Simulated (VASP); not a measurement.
The system is GaBiSe4.

```xyz
6
Lattice="0.0000 4.4483 4.4483 4.4483 0.0000 4.4483 4.4483 4.4483 0.0000" Properties=species:S:1:pos:R:3 pbc="T T T"
Ga    0.0000    0.0000    0.0000
Bi    6.6724    6.6724    6.6724
Se    3.3367    5.5599    5.5599
Se    3.3367    3.3367    3.3367
Se    5.5599    3.3367    5.5599
Se    5.5599    5.5599    3.3367
```

| Item | Value |
| --- | --- |
| Program | VASP 6.6.1 |
| Task | relaxation of cell and atoms |
| Functional | PBE |
| Potentials or basis | VASP PAW PBE potentials, release 64 (Ga_d, Bi_d, Se) |
| Cutoff | 600 eV |
| k mesh | 4 × 4 × 4 |
| Occupations | gaussian, width 0.1 eV |
| Spin | no spin polarisation |

At the start: pressure -5.8 GPa; volume 29.34 Å³/atom.

Question: How do energy, volume and symmetry change on relaxing?

Answer: Over 6 steps the energy falls by 104.4 meV/atom and the volume is 24.39 Å³/atom (-16.9 %); space group F-43m (No. 216, to 0.05 Å).

Step by step:
```tsv
step	energy change (eV)	largest force (eV/Å)	pressure (GPa)	volume (Å³)
1	0.0000	0.0823	-5.80	176.04
2	-0.6026	0.1794	-0.98	150.36
3	-0.6135	0.1805	-0.07	147.21
4	-0.6135	0.1803	0.10	146.67
5	-0.6192	0.1408	0.15	146.59
6	-0.6263	0.0074	0.25	146.36
```

Final structure:
```
Ga Bi Se
1.0
     0.00000    4.18282    4.18282
     4.18282    0.00000    4.18282
     4.18282    4.18282    0.00000
Ga Bi Se
1 1 4
Cartesian
  0.0000 0.0000 0.0000
  6.2742 6.2742 6.2742
  3.1162 5.2494 5.2494
  3.1162 3.1162 3.1162
  5.2494 3.1162 5.2494
  5.2494 5.2494 3.1162
```

Caveat: the volume moved by over 15 % at a fixed basis, so the end points are rough.
